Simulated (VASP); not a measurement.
# Na (P2_1/m) in VASP: further runs, part 2 of 2

VASP 6.6.1. The steps go on from the part before.

### 3 Electric field gradients, PBE (xy shear strain of -4 %)

INCAR reads:

```
ALGO = Normal
EDIFF = 1E-8
ENCUT = 520
GGA = PE
ISIF = 2
ISMEAR = -1
LASPH = True
LCHARG = False
LEFG = True
LREAL = False
LWAVE = False
NBANDS = 14
NELM = 60
PREC = Accurate
SIGMA = 0.05
```

KPOINTS reads:

```
k-points
0
Gamma
  11 11 6
```

POSCAR reads:

```
Na
1.0
    3.7670009976     -0.0753400200      0.0000000000
   -1.9487468700      3.2999885700      0.0000000000
    0.0000000000      0.0000000000      6.1540000000
Na
2
Direct
    0.3333333333      0.6666666667      0.2500000000
    0.6666666667      0.3333333333      0.7500000000
```

Potentials or basis: VASP PAW PBE potentials, release 64 (Na_pv).

Launch:

```
$ cat potpaw_PBE.64/Na_pv/POTCAR > POTCAR
$ mpirun -np 1 vasp_std > vasp.out
```

OUTCAR:

```text
EDIFF = 1E-8
   ENCUT = 520
   GGA = PE
   ISIF = 2
   ISMEAR = -1
   LASPH = True
   LREAL = False
   NELM = 60
   PREC = Accurate

 ion  position               nearest neighbor table
   1  0.333  0.667  0.250-
   2  0.667  0.333  0.750-

  LATTYP: Found a simple monoclinic cell.
 ALAT       =     3.7019462913
 B/A-ratio  =     1.6623687962
 C/A-ratio  =     1.0177766034
 COS(beta)  =    -0.4736455830

  Lattice vectors:

 A1 = (   1.8182541276,   3.2246485500,   0.0000000000)
 A2 = (   0.0000000000,   0.0000000000,  -6.1540000000)
 A3 = (  -3.7670009976,   0.0753400200,   0.0000000000)

Analysis of symmetry for initial positions (statically):
=====================================================================
 Subroutine PRICEL returns:
 Original cell was already a primitive cell.

 Routine SETGRP: Setting up the symmetry group for a
 simple monoclinic supercell.

 Subroutine GETGRP returns: Found  4 space group operations
 (whereof  2 operations were pure point group operations)
 out of a pool of  4 trial point group operations.

The static configuration has the point symmetry S_2 .
 The point group associated with its full space group is C_2h.

Analysis of symmetry for dynamics (positions and initial velocities):
=====================================================================
 Subroutine PRICEL returns:
 Original cell was already a primitive cell.

 Routine SETGRP: Setting up the symmetry group for a
 simple monoclinic supercell.

 Subroutine GETGRP returns: Found  4 space group operations
 (whereof  2 operations were pure point group operations)
 out of a pool of  4 trial point group operations.

The dynamic configuration has the point symmetry S_2 .
 The point group associated with its full space group is C_2h.

 Subroutine INISYM returns: Found  4 space group operations
 (whereof  2 operations are pure point group operations),
 and found     1 'primitive' translations

----------------------------------------------------------------------------------------

                                     Primitive cell

  volume of cell :      75.5972

  direct lattice vectors                    reciprocal lattice vectors
     3.767000998 -0.075340020  0.000000000     0.268635922  0.158637947  0.000000000
    -1.948746870  3.299988570  0.000000000     0.006133062  0.306653119  0.000000000
     0.000000000  0.000000000  6.154000000     0.000000000  0.000000000  0.162495938

  length of vectors
     3.767754322  3.832432508  6.154000000     0.311979578  0.306714443  0.162495938

  position of ions in fractional coordinates (direct lattice)
     0.333333333  0.666666667  0.250000000
     0.666666667  0.333333333  0.750000000

  ion indices of the primitive-cell ions
   primitive index   ion index
                 1           1
                 2           2

----------------------------------------------------------------------------------------

 KPOINTS: k-points

Automatic generation of k-mesh.
 Grid dimensions read from file:
 generate k-points for:   11   11    6

[... 82 lines left out ...]
     AMIX     =   0.40;   BMIX     =  1.00
     AMIX_MAG =   1.60;   BMIX_MAG =  1.00
  volume/ion in A,a.u.               =      37.80       255.08
  Fermi-wavevector in a.u.,A,eV,Ry     =   0.933144  1.763387 11.847391  0.870759
  Thomas-Fermi vector in A             =   2.059816
   LORBIT       =      0    0 simple, 1 ext, 2 COOP (PROOUT), +10 PAW based schemes
   GGA     = PE    functional components
   LHFCALC =     F    Hartree Fock is set to
   AEXX    =    0.0000 exact exchange contribution
   IVDW    =     0    specifies the selected vdW correction
   LEPSILON=     F    determine dielectric tensor
   LRPA    =     F    only Hartree local field effects (RPA)
 non-spin polarized calculation
  energy-cutoff  :      520.00
  volume of cell :       75.60
 maximum number of plane-waves:      2058
   NGX = 13   NGY = 15   NGZ = 23

 number of electron      14.0000004 magnetization

 Free energy of the ion-electron system (eV)
  ---------------------------------------------------
  ext. energy  EPLUGINS =         0.00000000
  ---------------------------------------------------
  free energy    TOTEN  =        -2.62056519 eV

  energy without entropy =       -2.61021010  energy(sigma->0) =       -2.61538764

 E-fermi :   0.2915     XC(G=0):  -6.4511

 val. band max:        0.2838882173   @ k =   0.1818  -0.0000   0.1667
 cond. band min:       0.2959658311   @ k =  -0.3636   0.2727   0.3333
 fundamental gap:      0.0120776138
 Fermi energy:         0.2915396467

 k-point     1 :       0.0000    0.0000    0.0000
  band No.  band energies     occupation
      1     -24.6712      2.00000
      2     -24.6443      2.00000
      3     -24.6434      2.00000
      4     -24.6398      2.00000
      5     -24.6389      2.00000
      6     -24.6386      2.00000
      7      -2.9650      2.00000
      8       0.8237      0.00005
      9       1.2104      0.00000
     10       9.8252      0.00000
     11      10.1094      0.00000
     12      10.4446      0.00000
     13      10.5659      0.00000
     14      10.9497      0.00000
[... 377 lines left out ...]
      1     -24.6643      2.00000
      2     -24.6606      2.00000
      3     -24.6584      2.00000
      4     -24.6529      2.00000
      5     -24.6471      2.00000
      6     -24.6450      2.00000
      7      -0.6952      2.00000
      8       2.8969      0.00000
      9       2.9165      0.00000
     10       3.5227      0.00000
     11       4.4030      0.00000
     12       6.7083      0.00000
     13       7.4339      0.00000
     14       7.5375      0.00000

 [... further k-points ...]

------------------------ aborting loop because EDIFF is reached ----------------------------------------

  FORCE on cell =-STRESS in cart. coord.  units (eV):
  Direction    XX          YY          ZZ          XY          YZ          ZX
  --------------------------------------------------------------------------------------
  -------------------------------------------------------------------------------------
  Total       -0.1045319     -0.0976033      0.0069678      0.0377833      0.0000000      0.0000000
  in kB       -2.2154082     -2.0685648      0.1476731      0.8007635      0.0000000      0.0000000
  external PRESSURE =      -1.3787666 kB  Pullay stress =       0.0000000 kB

 VOLUME and BASIS-vectors are now :
 -----------------------------------------------------------------------------
  energy-cutoff  :      520.00
  volume of cell :       75.60
      direct lattice vectors                 reciprocal lattice vectors
     3.767000998 -0.075340020  0.000000000     0.268635922  0.158637947  0.000000000
    -1.948746870  3.299988570  0.000000000     0.006133062  0.306653119  0.000000000
     0.000000000  0.000000000  6.154000000     0.000000000  0.000000000  0.162495938

 POSITION                                       TOTAL-FORCE (eV/Angst)
 -----------------------------------------------------------------------------------
     -0.04350      2.17488      1.53850         0.014016     -0.000182      0.000000
      1.86175      1.04977      4.61550        -0.014016      0.000182      0.000000
 -----------------------------------------------------------------------------------
    total drift:                                0.000000     -0.000000      0.000000

  FREE ENERGIE OF THE ION-ELECTRON SYSTEM (eV)
  ---------------------------------------------------
  free  energy   TOTEN  =        -2.6205651930 eV

  energy  without entropy=       -2.6102100964  energy(sigma->0) =       -2.61538764

 Electric field gradients (V/A^2)
---------------------------------------------------------------------
 ion       V_xx      V_yy      V_zz      V_xy      V_xz      V_yz
---------------------------------------------------------------------
   1       0.197     0.249    -0.446     0.345     0.000    -0.000
   2       0.197     0.249    -0.446     0.345     0.000    -0.000
---------------------------------------------------------------------

 Electric field gradients after diagonalization (V/A^2)
 (convention: |V_zz| > |V_xx| > |V_yy|)
----------------------------------------------------------------------
 ion       V_xx      V_yy      V_zz     asymmetry (V_yy - V_xx)/ V_zz
----------------------------------------------------------------------
   1      -0.446    -0.123     0.569       0.568
   2      -0.446    -0.123     0.569       0.568
----------------------------------------------------------------------

           NMR quadrupolar parameters

 Cq : quadrupolar parameter    Cq=e*Q*V_zz/h
 eta: asymmetry parameters     (V_yy - V_xx)/ V_zz
 Q  : nuclear electric quadrupole moment in mb (millibarn)
----------------------------------------------------------------------
 ion       Cq(MHz)       eta       Q (mb)
----------------------------------------------------------------------
   1       0.001       0.568       1.000
   2       0.001       0.568       1.000
----------------------------------------------------------------------
```

Wall time 67 s (1 thread of Intel Xeon 6975P-C (Granite Rapids), shared host); peak memory 0.31 GiB.

Results:

```yaml
Free_energy: -2.6206 eV
Pressure: -0.1 GPa
Largest_force: 0.014 eV/Å
Band_gap_on_the_k_mesh: zero (bands 7 and 8 overlap by 4.06 eV)
Largest_electric_field_gradient_by_atom: Na +0.6 V/Å²
```

Forces on the atoms (eV/Å):
```
Na   0.014  0.000  0.000
Na  -0.014  0.000  0.000
```

Levels at points of the mesh, in eV from the Fermi level:
```tsv
k point	band 4	band 5	band 6	band 7	band 8	band 9	band 10	band 11
(0.00, 0.00, 0.00)	-24.93	-24.93	-24.93	-3.26	0.53	0.92	9.53	9.82
(0.00, 0.00, 0.50)	-24.93	-24.93	-24.93	-2.24	-2.24	5.43	5.43	10.14
```

Electric field gradients, principal values (V/Å²):
| atom | least | middle | greatest (by size) |
| --- | --- | --- | --- |
| 1 Na | -0.123 | -0.446 | 0.569 |
| 2 Na | -0.123 | -0.446 | 0.569 |

Caveat: the cell differs from its parent crystal (xy shear strain of -4 %); without QUAD_EFG the Cq values of the log hold for a quadrupole moment of 1 mb, not for the nuclei.
